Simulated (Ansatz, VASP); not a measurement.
# Ge: VASP beside Ansatz

INCAR

```
SYSTEM = Ge
PREC = Accurate
ENCUT = 520
EDIFF = 1E-6
ISMEAR = -1
SIGMA = 0.05
LREAL = .FALSE.
LASPH = .TRUE.
NELM = 100
ALGO = Normal
ISIF = 2
LWAVE = .FALSE.
LCHARG = .FALSE.
GGA = RE
IVDW = 12
NBANDS = 21
```

Contents of KPOINTS:

```
Automatic mesh
0
G
  8 8 8
  0 0 0
```

POSCAR

```
Ge
1.0
    0.0000000000      2.7711609388      2.7711609388
    2.7711609388      0.0000000000      2.7711609388
    2.7711609388      2.7711609388      0.0000000000
Ge
2
Direct
    0.7500000000      0.7500000000      0.7500000000
    0.5000000000      0.5000000000      0.5000000000
```

The input input.yaml:

```yaml
crystal:
  lattice:
    - [0.0, 2.7711609388, 2.7711609388]
    - [2.7711609388, 0.0, 2.7711609388]
    - [2.7711609388, 2.7711609388, 0.0]
  atoms:
    - { symbol: Ge, position: [0.75, 0.75, 0.75] }
    - { symbol: Ge, position: [0.5, 0.5, 0.5] }
hamiltonian:
  xc: revpbe
  pseudopotentials: { kind: paw }
  dispersion: d3bj
kpoints:
  mp_grid: { grid: [8, 8, 8] }
scf:
  occupations: { method: fermi_dirac, width: 0.05 }
output:
  forces: true
  stress: true
  eigenvalues: true
  write_density: true
  write_potential: true
  elf: true
  volumetric_format: npy
```

Alike in both runs: task single point; functional revPBE; dispersion D3(BJ); k mesh 8 × 8 × 8; occupations fermi-dirac, width 0.05 eV; no spin polarisation.

```csv
,VASP,Ansatz
version,VASP 6.6.1,Ansatz 0.2.0
potentials or method,"VASP PAW PBE potentials, release 64 (Ge_d)",Ansatz PAW
plane-wave cutoff (eV),520,420
valence electrons in the cell,28,28
```

|  | VASP | Ansatz | Ansatz less VASP |
| --- | --- | --- | --- |
| gap on the k mesh at the Fermi level (eV) | 0.44 | 0.43 | -0.009 |
| least direct gap on the mesh (eV) | 0.70 | 0.69 | -0.016 |
| pressure (GPa) | 5.6 | 5.7 | +0.14 |

VASP's potentials were made for PBE, not for revPBE.
